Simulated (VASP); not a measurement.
A run of VASP 6.6.1 is set up as follows.

File INCAR:

```
SYSTEM = Mo
ALGO = Normal ; EDIFF = 1E-7
ENCUT = 520 ; GGA = PE
ISIF = 2 ; ISMEAR = -1
LASPH = .True. ; LCHARG = .True.
LELF = .True. ; LREAL = .False.
LVHAR = .True. ; LWAVE = .False.
NBANDS = 13 ; NELM = 80
PREC = Accurate ; SIGMA = 0.05
```

Contents of KPOINTS:

```
k-points
0
Gamma
  16 16 16
  0 0 0
```

File POSCAR:

```
Mo
1.0
   -1.5916734234      1.5916734234      1.5916734234
    1.5916734234     -1.5916734234      1.5916734234
    1.5916734234      1.5916734234     -1.5916734234
Mo
1
Direct
    0.0000000000      0.0000000000      0.0000000000
```

Potentials or basis: VASP PAW PBE potentials, release 64 (Mo_sv).

The run is started by

```sh
$ cat potpaw_PBE.64/Mo_sv/POTCAR > POTCAR
$ mpirun -np 1 vasp_std > vasp.out
```

What does it give for the pressure?

-5.0 GPa.

Estimate the band gap on the k mesh.

zero (band 7 reaches 15.90 eV, above the bottom of band 8 at 10.79 eV).
